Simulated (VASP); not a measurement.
Wanted: the native input for a VASP 6.6.1 run.

```
Task                   : single point
Functional             : PBEsol
Potentials or basis    : VASP PAW PBE potentials, release 64 (Al, Ni)
Cutoff                 : 520 eV
k mesh                 : 12 × 12 × 10
Occupations            : gaussian, width 0.15 eV
Spin                   : no spin polarisation
Dipole correction      : no
Further INCAR settings : ALGO = Fast; EDIFF = 1e-06; NBANDS = 22
```

The structure of Al3Ni2 lies in POSCAR:

```
Al3Ni2
1.0
    4.0031396433      0.0000000000      0.0000000000
   -2.0015698216      3.4668206260      0.0000000000
    0.0000000000      0.0000000000      5.1024378412
Al Ni
3 2
Direct
    0.0000000000      0.0000000000      0.0000000000
    0.3333333333      0.6666666667      0.6477829059
    0.6666666667      0.3333333333      0.3522170941
    0.3333333333      0.6666666667      0.1455709067
    0.6666666667      0.3333333333      0.8544290933
```

This cell differs from its parent crystal: strain +0.000 along x and y, +0.050 along z.

The input as run:

INCAR

```
SYSTEM = Al3Ni2
ALGO = Fast
EDIFF = 1E-6
ENCUT = 520
GGA = PS
ISIF = 2
ISMEAR = 0
LASPH = .TRUE.
LCHARG = .TRUE.
LELF = .TRUE.
LREAL = .FALSE.
LVHAR = .TRUE.
LWAVE = .FALSE.
NBANDS = 22
NELM = 60
PREC = Accurate
SIGMA = 0.15
```

KPOINTS

```
k-points
0
G
  12 12 10
  0 0 0
```

Potentials or basis: VASP PAW PBE potentials, release 64 (Al, Ni).

Launch:

```bash
$ cat potpaw_PBE.64/Al/POTCAR potpaw_PBE.64/Ni/POTCAR > POTCAR
$ mpirun -np 1 vasp_std > vasp.out
```

It gave:

The pressure is -6.6 GPa and the largest force is 0.138 eV/Å. The band gap on the k mesh is zero (an odd number of electrons rules out a gap without spin polarisation).

Caveat: the cell differs from its parent crystal (strain +0.000 along x and y, +0.050 along z); the cell stands under tension; the PAW data sets were made with another functional, which shifts forces and pressure a little.

It took 8.9 min on 1 thread of Intel Xeon 8259CL (shared host), peak memory 0.35 GiB.
